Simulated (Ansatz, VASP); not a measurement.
# Hg in VASP and in Ansatz

```
CELL_PARAMETERS angstrom
-1.36241 1.36241 1.36241
1.36241 -1.36241 1.36241
1.36241 1.36241 -1.36241
ATOMIC_POSITIONS crystal
Hg 0.00000 0.00000 0.00000
```

Change from the starting cell: volume scaled by 0.45, PAW files.

Alike in both runs: task single point; functional LDA; k mesh 15 × 15 × 15; occupations fermi-dirac, width 0.1 eV; no spin polarisation.

```csv
,VASP,Ansatz
version,VASP 6.6.1,Ansatz 0.2.0
potentials or method,"VASP PAW LDA potentials, release 64 (Hg)","PAW with Ansatz's default frozen-core files, scalar-relativistic"
plane-wave cutoff (eV),520,420
valence electrons in the cell,12,20
```

```tsv
	VASP	Ansatz	Ansatz less VASP
pressure (GPa)	516.8	478.9	-37.93
```

LDA's correlation is that of Perdew and Zunger in VASP and of Perdew and Wang (1992) in Ansatz. Both programs put the cell under a high pressure, so it lies far from rest at this level. VASP's potentials hold 12 valence electrons a cell and Ansatz's 20, so a difference there can come from the potentials and not from the codes.

Spin-orbit coupling is off throughout. Noted on VASP's run: the cell as given lies far from equilibrium.
